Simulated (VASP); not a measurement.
ScAl3:

```
CELL_PARAMETERS angstrom
3.01126 0.00000 0.00000
-1.50563 2.60783 0.00000
0.00000 0.00000 9.42209
ATOMIC_POSITIONS crystal
Sc 0.00000 0.00000 0.00000
Al 0.00000 0.00000 0.50000
Al 0.66667 0.33333 0.25890
Al 0.66667 0.33333 0.74110
```

The cell was generated, and may not be a known phase.

| Item | Value |
| --- | --- |
| Program | VASP 6.6.1 |
| Task | relaxation of cell and atoms |
| Functional | PBE |
| Potentials or basis | VASP PAW PBE potentials, release 64 (Sc_sv, Al) |
| Cutoff | 600 eV |
| k mesh | 18 × 18 × 6 |
| Occupations | gaussian, width 0.1 eV |
| Spin | no spin polarisation |

At the start: pressure -0.2 GPa; volume 18.50 Å³/atom.

Question: Where does the relaxation end?

Answer: Over 8 steps the energy falls by 4.6 meV/atom and the volume is 18.53 Å³/atom (+0.2 %); space group P-6m2 (No. 187, to 0.1 Å) before and after.

Step by step:
| step | energy change (eV) | largest force (eV/Å) | pressure (GPa) | volume (Å³) |
| --- | --- | --- | --- | --- |
| 1 | 0.0000 | 0.0343 | -0.23 | 73.99 |
| 2 | -0.0139 | 0.0433 | 0.24 | 73.70 |
| 3 | -0.0168 | 0.0484 | 0.59 | 73.50 |
| 4 | -0.0183 | 0.0288 | -0.12 | 74.28 |
| 5 | -0.0183 | 0.0316 | -0.06 | 74.19 |
| 6 | -0.0183 | 0.0315 | -0.05 | 74.17 |
| 7 | -0.0184 | 0.0207 | -0.01 | 74.15 |
| 8 | -0.0184 | 0.0032 | 0.02 | 74.12 |

Final structure:
```cif
data_structure
_symmetry_space_group_name_H-M 'P 1'
_symmetry_Int_Tables_number 1
_cell_length_a 3.0495
_cell_length_b 3.0495
_cell_length_c 9.2035
_cell_angle_alpha 90.000
_cell_angle_beta 90.000
_cell_angle_gamma 120.000
_cell_volume 74.12
loop_
_atom_site_label
_atom_site_type_symbol
_atom_site_fract_x
_atom_site_fract_y
_atom_site_fract_z
_atom_site_occupancy
Sc1 Sc 0.00000 0.00000 0.00000 1
Al1 Al 0.00000 0.00000 0.50000 1
Al2 Al 0.66667 0.33333 0.25999 1
Al3 Al 0.66667 0.33333 0.74001 1
```
